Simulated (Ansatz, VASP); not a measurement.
**One calculation of MgBe2SeS2, two programs**

File INCAR:

```
PREC     = Accurate       # precision mode
ENCUT    = 600            # plane-wave cutoff, eV
EDIFF    = 1E-7           # SCF threshold, eV
ISMEAR   = 0              # smearing method
SIGMA    = 0.1            # smearing width, eV
LREAL    = False          # projectors in reciprocal space
LASPH    = True           # aspherical terms in the spheres
NELM     = 60             # most SCF steps
ALGO     = Normal         # electronic algorithm
ISIF     = 3              # what is computed and relaxed
LWAVE    = False          # write WAVECAR
LCHARG   = False          # write CHGCAR
GGA      = PE             # functional
IBRION   = 2              # ionic algorithm
NSW      = 100            # ionic steps
EDIFFG   = -0.01          # ionic threshold
```

File KPOINTS:

```
Automatic mesh
0
Gamma
  12 12 8
```

POSCAR

```
MgBe2SeS2
1.0
    4.6776108759      0.0000000000      0.0000000000
   -2.3388054379      4.0509298475      0.0000000000
    0.0000000000      0.0000000000      5.0587073666
Mg Be Se S
1 2 1 2
Direct
    0.0000000000      0.0000000000      0.5000000000
    0.6666666667      0.3333333333      0.5000000000
    0.0000000000      0.0000000000      0.0000000000
    0.3333333333      0.6666666667      0.0000000000
    0.3333333333      0.6666666667      0.5000000000
    0.6666666667      0.3333333333      0.0000000000
```

Input for Ansatz:

```yaml
crystal:
  lattice:
    - [4.6776108759, 0.0, 0.0]
    - [-2.3388054379, 4.0509298475, 0.0]
    - [0.0, 0.0, 5.0587073666]
  atoms:
    - { symbol: Mg, position: [0.0, 0.0, 0.5] }
    - { symbol: Be, position: [0.6666666667, 0.3333333333, 0.5] }
    - { symbol: Be, position: [0.0, 0.0, 0.0] }
    - { symbol: Se, position: [0.3333333333, 0.6666666667, 0.0] }
    - { symbol: S, position: [0.3333333333, 0.6666666667, 0.5] }
    - { symbol: S, position: [0.6666666667, 0.3333333333, 0.0] }
basis:
  ecutwfc: 420
kpoints:
  mp_grid: { grid: [12, 12, 8] }
hamiltonian:
  xc: pbe
scf:
  occupations: { method: gaussian, width: 0.1 }
output:
  forces: true
  stress: true
  eigenvalues: true
relax:
  adjacent_minimum: "off"
  f_tol: 0.01
  max_steps: 80
  cell: { stress_tol: 0.05 }
```

Alike in both runs: task relaxation of cell and atoms; functional PBE; k mesh 12 × 12 × 8; occupations gaussian, width 0.1 eV; no spin polarisation.

```csv
,VASP,Ansatz
version,VASP 6.6.1,Ansatz 0.2.0
potentials or method,"VASP PAW PBE potentials, release 64 (Mg, Be, Se, S), cutoff 600 eV","scalar-relativistic, plane waves, PAW"
valence electrons in the cell,24,42
```

|  | VASP | Ansatz | Ansatz less VASP |
| --- | --- | --- | --- |
| gap on the k mesh at the Fermi level, each at its own relaxed structure (eV) | none | none | - |
| relaxed volume (Å³/atom) | 16.12 | 16.12 | +0.006 |
| relaxed length of the cell vector where the two differ most in proportion (Å) | 4.622 | 4.623 | +0.0010 |

A gap of «none» marks a metal or a gap that the smearing closes. VASP's potentials hold 24 valence electrons a cell and Ansatz's 42, so a difference there can come from the potentials and not from the codes.
